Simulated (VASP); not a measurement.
# AlCo (P4/mmm) in VASP: relaxation of cell and atoms with PBE

Aim: the relaxation of cell and atoms of AlCo with PBE.

Program: VASP 6.6.1. These are calculated values, not measurements. Logs are shortened: lines on timing, memory, paths and dates and some standing lists are left out, and cuts for length are marked.

## Step 1: The cell of the first run

Symmetry: P4/mmm, No. 123, tetragonal system. The conventional cell has a = 2.597 Å, b = 2.597 Å, c = 3.404 Å, α = 90.00°, β = 90.00°, γ = 90.00°. Within 3.3 Å of Al (site symmetry 4/mmm) lie 8 Co at 2.50 Å and 4 Al at 2.60 Å. Co (site symmetry 4/mmm) has 8 Al at 2.50 Å and 4 Co at 2.60 Å within 3.3 Å.

## Step 2: Relaxation of cell and atoms, PBE, collinear spin, ferromagnetic start

Contents of INCAR:

```
PREC     = Accurate       # precision mode
ENCUT    = 600            # plane-wave cutoff, eV
EDIFF    = 1E-6           # SCF threshold, eV
ISMEAR   = 0              # smearing method
SIGMA    = 0.1            # smearing width, eV
LREAL    = F              # projectors in reciprocal space
LASPH    = T              # aspherical terms in the spheres
NELM     = 150            # most SCF steps
ALGO     = Normal         # electronic algorithm
ISIF     = 3              # what is computed and relaxed
LWAVE    = F              # write WAVECAR
LCHARG   = F              # write CHGCAR
ISPIN    = 2              # spin polarisation
MAGMOM   = 0 0.22         # initial moments
LORBIT   = 11             # projections on sites
LMAXMIX  = 4              # l up to which the mixer works
GGA      = PE             # functional
IBRION   = 2              # ionic algorithm
NSW      = 90             # ionic steps
EDIFFG   = -0.04          # ionic threshold
```

Contents of KPOINTS:

```
Automatic mesh
0
Gamma
  6 6 6
```

Contents of POSCAR:

```
AlCo
1.0
    2.5967645682      0.0000000000      0.0000000000
    0.0000000000      2.5967645682      0.0000000000
    0.0000000000      0.0000000000      3.4036164162
Al Co
1 1
Direct
    0.5000000000      0.5000000000      0.5000000000
    0.0000000000      0.0000000000      0.0000000000
```

Potentials or basis: VASP PAW PBE potentials, release 64 (Al, Co).

Run with:

```
cat potpaw_PBE.64/Al/POTCAR potpaw_PBE.64/Co/POTCAR > POTCAR
mpirun -np 1 vasp_std > vasp.out
```

OUTCAR:

```text
PREC = Accurate
   ENCUT = 600
   EDIFF = 1E-6
   ISMEAR = 0
   LREAL = F
   LASPH = T
   NELM = 150
   ISIF = 3
   ISPIN = 2
   LORBIT = 11
   GGA = PE
   IBRION = 2
   NSW = 90
   EDIFFG = -0.04

 ion  position               nearest neighbor table
   1  0.500  0.500  0.500-   2 2.50   2 2.50   2 2.50   2 2.50   2 2.50   2 2.50   2 2.50   2 2.50

   2  0.000  0.000  0.000-   1 2.50   1 2.50   1 2.50   1 2.50   1 2.50   1 2.50   1 2.50   1 2.50

  LATTYP: Found a simple tetragonal cell.
 ALAT       =     2.5967645682
 C/A-ratio  =     1.3107142857

  Lattice vectors:

 A1 = (   2.5967645682,   0.0000000000,   0.0000000000)
 A2 = (   0.0000000000,   2.5967645682,   0.0000000000)
 A3 = (   0.0000000000,   0.0000000000,   3.4036164162)

Analysis of symmetry for initial positions (statically):
=====================================================================
 Subroutine PRICEL returns:
 Original cell was already a primitive cell.

 Routine SETGRP: Setting up the symmetry group for a
 simple tetragonal supercell.

 Subroutine GETGRP returns: Found 16 space group operations
 (whereof 16 operations were pure point group operations)
 out of a pool of 16 trial point group operations.

The static configuration has the point symmetry D_4h.

Analysis of symmetry for dynamics (positions and initial velocities):
=====================================================================
 Subroutine PRICEL returns:
 Original cell was already a primitive cell.

 Routine SETGRP: Setting up the symmetry group for a
 simple tetragonal supercell.

 Subroutine GETGRP returns: Found 16 space group operations
 (whereof 16 operations were pure point group operations)
 out of a pool of 16 trial point group operations.

The dynamic configuration has the point symmetry D_4h.

Analysis of structural, dynamic, and magnetic symmetry:
=====================================================================
 Subroutine PRICEL returns:
 Original cell was already a primitive cell.

 Routine SETGRP: Setting up the symmetry group for a
 simple tetragonal supercell.

 Subroutine GETGRP returns: Found 16 space group operations
 (whereof 16 operations were pure point group operations)
 out of a pool of 16 trial point group operations.

The overall configuration has the point symmetry D_4h.

 Subroutine INISYM returns: Found 16 space group operations
 (whereof 16 operations are pure point group operations),
 and found     1 'primitive' translations

----------------------------------------------------------------------------------------

                                     Primitive cell

  volume of cell :      22.9512

  direct lattice vectors                    reciprocal lattice vectors
     2.596764568  0.000000000  0.000000000     0.385094595  0.000000000  0.000000000
     0.000000000  2.596764568  0.000000000     0.000000000  0.385094595  0.000000000
     0.000000000  0.000000000  3.403616416     0.000000000  0.000000000  0.293805141

  length of vectors
     2.596764568  2.596764568  3.403616416     0.385094595  0.385094595  0.293805141

  position of ions in fractional coordinates (direct lattice)
     0.500000000  0.500000000  0.500000000
     0.000000000  0.000000000  0.000000000

  ion indices of the primitive-cell ions
   primitive index   ion index
                 1           1
                 2           2

----------------------------------------------------------------------------------------

 KPOINTS: Automatic mesh

Automatic generation of k-mesh.
 Grid dimensions read from file:
 generate k-points for:    6    6    6

 Generating k-lattice:

  Cartesian coordinates                     Fractional coordinates (reciprocal lattice)
     0.064182433  0.000000000  0.000000000     0.166666667  0.000000000  0.000000000
[... 44 lines left out ...]
   dimension x,y,z NGX =    24 NGY =   24 NGZ =   28
   dimension x,y,z NGXF=    48 NGYF=   48 NGZF=   56
   ions per type =               1   1
   NGX,Y,Z   is equivalent  to a cutoff of  15.36, 15.36, 13.68 a.u.
   NGXF,Y,Z  is equivalent  to a cutoff of  30.73, 30.73, 27.35 a.u.
 SYSTEM =  unknown system
   PREC   = accura    normal or accurate (medium, high low for compatibility)
   ISTART =      0    job   : 0-new  1-cont  2-samecut
   ICHARG =      2    charge: 1-file 2-atom 10-const
   ISPIN  =      2    spin polarized calculation?
   LNONCOLLINEAR =      F non collinear calculations
   LSORBIT =      F    spin-orbit coupling
   LASPH  =      T    aspherical Exc in radial PAW
   ENCUT  =  600.0 eV  44.10 Ry    6.64 a.u.   5.19  5.19  6.80*2*pi/ulx,y,z
   NELM   =    150;   NELMIN=  2; NELMDL= -5     # of ELM steps
   EDIFF  = 0.1E-05   stopping-criterion for ELM
   LREAL  =      F    real-space projection
   EDIFFG = -.4E-01   stopping-criterion for IOM
   NSW    =     90    number of steps for IOM
   IBRION =      2    ionic relax: 0-MD 1-quasi-New 2-CG
   NFREE  =      1    steps in history (QN), initial steepest desc. (CG)
   ISIF   =      3    stress and relaxation
   ISYM   =      2    0-nonsym 1-usesym 2-fastsym
   POTIM  = 0.5000    time-step for ionic-motion
   TEBEG  =    0.0;   TEEND  =   0.0 temperature during run
   PSTRESS=    0.0 pullay stress
   NELECT =      12.0000    total number of electrons
   NUPDOWN=      -1.0000    fix difference up-down
   EMIN   =  10.00;   EMAX   =-10.00  energy-range for DOS
   EFERMI =   0.00;   METHOD = LEGACY
   ISMEAR =     0;   SIGMA  =   0.10  broadening in eV -4-tet -1-fermi 0-gaus
   EFERMI_NEDOS =   21; number of points for ismear=-14 and -15
   IALGO  =     38    algorithm
   IMIX   =      4    mixing-type and parameters
     AMIX     =   0.40;   BMIX     =  1.00
     AMIX_MAG =   1.60;   BMIX_MAG =  1.00
  volume/ion in A,a.u.               =      11.48        77.44
  Fermi-wavevector in a.u.,A,eV,Ry     =   1.318864  2.492291 23.666002  1.739402
  Thomas-Fermi vector in A             =   2.448803
   LORBIT       =     11    0 simple, 1 ext, 2 COOP (PROOUT), +10 PAW based schemes
   GGA     = PE    functional components
   LHFCALC =     F    Hartree Fock is set to
   AEXX    =    0.0000 exact exchange contribution
   IVDW    =     0    specifies the selected vdW correction
   LEPSILON=     F    determine dielectric tensor
   LRPA    =     F    only Hartree local field effects (RPA)
 conjugate gradient relaxation of ions
 spin polarized calculation
 Gauss-broadening in eV      SIGMA  =   0.10
  energy-cutoff  :      600.00
  volume of cell :       22.95
 maximum number of plane-waves:       784
 NGX is ok and might be reduce to    24
   NGX = 11   NGY = 11   NGZ = 13

--------------------------------------- Ionic step        1  -------------------------------------------

 number of electron      12.0000005 magnetization       0.1673907

 Free energy of the ion-electron system (eV)
  ---------------------------------------------------
  ext. energy  EPLUGINS =         0.00000000
  ---------------------------------------------------
  free energy    TOTEN  =       -11.65681990 eV

  energy without entropy =      -11.65038427  energy(sigma->0) =      -11.65360208

------------------------ aborting loop because EDIFF is reached ----------------------------------------

  FORCE on cell =-STRESS in cart. coord.  units (eV):
  Direction    XX          YY          ZZ          XY          YZ          ZX
  --------------------------------------------------------------------------------------
  -------------------------------------------------------------------------------------
  Total        2.0104080      2.0104080     -1.0722299      0.0000000      0.0000000      0.0000000
  in kB      140.3424395    140.3424395    -74.8501580      0.0000000      0.0000000      0.0000000
  external PRESSURE =      68.6115737 kB  Pullay stress =       0.0000000 kB
[... 93 lines left out ...]
  FREE ENERGIE OF THE ION-ELECTRON SYSTEM (eV)
  ---------------------------------------------------
  free  energy   TOTEN  =       -11.7962043454 eV

  energy  without entropy=      -11.7913786661  energy(sigma->0) =      -11.79379151

 E-fermi :   9.5452     XC(G=0): -11.9842

 val. band max:        9.5214820085   @ k =   0.3333   0.1667   0.5000
 cond. band min:       9.6164639421   @ k =   0.0000   0.0000   0.3333
 fundamental gap:      0.0949819336
 Fermi energy:         9.5452211030

 spin component 1

 k-point     1 :       0.0000    0.0000    0.0000
  band No.  band energies     occupation
      1      -0.8874      1.00000
      2       7.0104      1.00000
      3       7.1829      1.00000
      4       8.9801      1.00000
      5       8.9801      1.00000
      6       9.2933      0.99982
      7      13.0447      0.00000
      8      16.8574      0.00000
      9      16.8574      0.00000
     10      17.4278      0.00000
[... 603 lines left out ...]
 k-point    24 :       0.5000    0.0000    0.3333
  band No.  band energies     occupation
      1       4.3275      1.00000
      2       5.2385      1.00000
      3       7.4895      1.00000
      4       7.6820      1.00000
      5       8.5661      1.00000
      6       8.7859      1.00000
      7       9.8810      0.00000
      8      12.8376      0.00000
      9      13.4292      0.00000
     10      22.7257      0.00000

 [... further k-points ...]

[... ionic steps 4 to 7 ...]

--------------------------------------- Ionic step        8  -------------------------------------------

 number of electron      12.0000000 magnetization      -0.0010965

------------------------ aborting loop because EDIFF is reached ----------------------------------------
[... 67 lines left out ...]
--------------------------------------- Ionic step       10  -------------------------------------------

 number of electron      11.9999998 magnetization      -0.0059908

 Free energy of the ion-electron system (eV)
  ---------------------------------------------------
  ext. energy  EPLUGINS =         0.00000000
  ---------------------------------------------------
  free energy    TOTEN  =       -11.98668420 eV

  energy without entropy =      -11.98045201  energy(sigma->0) =      -11.98356811

 E-fermi :  10.6179     XC(G=0): -12.2563

 val. band max:       10.6012463341   @ k =   0.5000   0.3333   0.0000
 cond. band min:      10.7215675818   @ k =   0.3333   0.1667   0.5000
 fundamental gap:      0.1203212477
 Fermi energy:        10.6179293811

 spin component 1

 k-point     1 :       0.0000    0.0000    0.0000
  band No.  band energies     occupation
      1      -0.5104      1.00000
      2       7.6225      1.00000
      3       7.6231      1.00000
      4       9.7357      1.00000
      5       9.7357      1.00000
      6       9.7378      1.00000
      7      16.4955      0.00000
      8      16.5188      0.00000
      9      16.5188      0.00000
     10      19.2865      0.00000
[... 644 lines left out ...]
  FREE ENERGIE OF THE ION-ELECTRON SYSTEM (eV)
  ---------------------------------------------------
  free  energy   TOTEN  =       -11.9866842029 eV

  energy  without entropy=      -11.9804520127  energy(sigma->0) =      -11.98356811

 reached required accuracy - stopping structural energy minimisation

 total charge

# of ion       s       p       d       tot
------------------------------------------
    1        0.394   0.429   0.000   0.823
    2        0.433   0.502   7.514   8.448
--------------------------------------------------
tot          0.827   0.931   7.514   9.271

 magnetization (x)

# of ion       s       p       d       tot
------------------------------------------
    1        0.000   0.000   0.000   0.000
    2       -0.000   0.000  -0.008  -0.008
--------------------------------------------------
tot         -0.000   0.000  -0.008  -0.007
```

It took 60 s on 1 thread of Intel Xeon 6975P-C (Granite Rapids), shared host; peak memory 0.17 GiB.

Results:

* Free energy: -11.9867 eV
* Relaxed volume: 11.59 Å³/atom
* Relaxed cell: a = 2.851 Å, b = 2.851 Å, c = 2.853 Å, α = 90.00°, β = 90.00°, γ = 90.00°
* Space group after relaxing (to 0.05 Å): Pm-3m (No. 221)
* Energy gained by relaxing: 164.9 meV/atom
* Ionic steps: 10
* Pressure after relaxing: 0.3 GPa
* Band gap on the k mesh: zero (filled and empty bands overlap)
* Net moment: -0.01 μB per cell
* Valence electrons inside the program's atomic spheres: Al 0.82; Co 8.45

Step by step:
| step | energy change (eV) | largest force (eV/Å) | pressure (GPa) | volume (Å³) |
| --- | --- | --- | --- | --- |
| 1 | 0.0000 | 0.0000 | 6.86 | 22.95 |
| 2 | -0.1325 | 0.0000 | -6.72 | 24.58 |
| 3 | -0.1394 | 0.0000 | -9.45 | 24.98 |
| 4 | -0.2429 | 0.0000 | -7.98 | 24.54 |
| 5 | -0.3091 | 0.0000 | -5.41 | 24.01 |
| 6 | -0.2182 | 0.0000 | 5.61 | 22.72 |
| 7 | -0.3211 | 0.0000 | -4.16 | 23.80 |
| 8 | -0.3265 | 0.0000 | -2.67 | 23.59 |
| 9 | -0.3267 | 0.0000 | -2.48 | 23.55 |
| 10 | -0.3299 | 0.0000 | 0.32 | 23.19 |

Final structure:
```xyz
2
Lattice="2.8509 0.0000 0.0000 0.0000 2.8509 0.0000 0.0000 0.0000 2.8527" Properties=species:S:1:pos:R:3 pbc="T T T"
Al    1.4254    1.4254    1.4264
Co    0.0000    0.0000    2.8527
```

Caveat: the k points lie up to 0.37 Å⁻¹ apart in the final cell.
